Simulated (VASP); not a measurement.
# ZnS: single point with r2SCAN

ZnS:

```
Zn S
1.0
     0.00000    2.66731    2.66731
     2.66731    0.00000    2.66731
     2.66731    2.66731    0.00000
Zn S
1 1
Cartesian
  1.3337 1.3337 1.3337
  0.0000 0.0000 0.0000
```

This cell differs from its parent crystal: volume scaled by 0.97.

```yaml
Program: VASP 6.6.1
Task: single point
Functional: r2SCAN
Potentials_or_basis: VASP PAW PBE potentials, release 64 (Zn, S)
Cutoff: 520 eV
k_mesh: 8 × 8 × 8
Occupations: gaussian, width 0.02 eV
Spin: no spin polarisation
```

```json
{
 "Pressure": "2.6 GPa",
 "Band gap on the k mesh": "2.86 eV, direct"
}
```

Levels at points of the mesh, in eV from the valence-band top:
| k point | band 7 | band 8 | band 9 | band 10 | band 11 | band 12 |
| --- | --- | --- | --- | --- | --- | --- |
| (0.00, 0.00, 0.00) | 0.00 | 0.00 | 0.00 | 2.86 | 6.87 | 6.87 |
| (0.50, 0.00, 0.00) | -5.66 | -0.95 | -0.95 | 3.89 | 7.37 | 7.37 |
| (0.50, 0.50, 0.00) | -4.77 | -2.43 | -2.43 | 3.64 | 4.47 | 12.07 |

It took 36 s on 1 thread of Intel(R) Xeon(R) 6975P-C (Granite Rapids) (shared host), peak memory 0.16 GiB.

Caveat: the PAW data sets were made with another functional, which shifts forces and pressure a little.
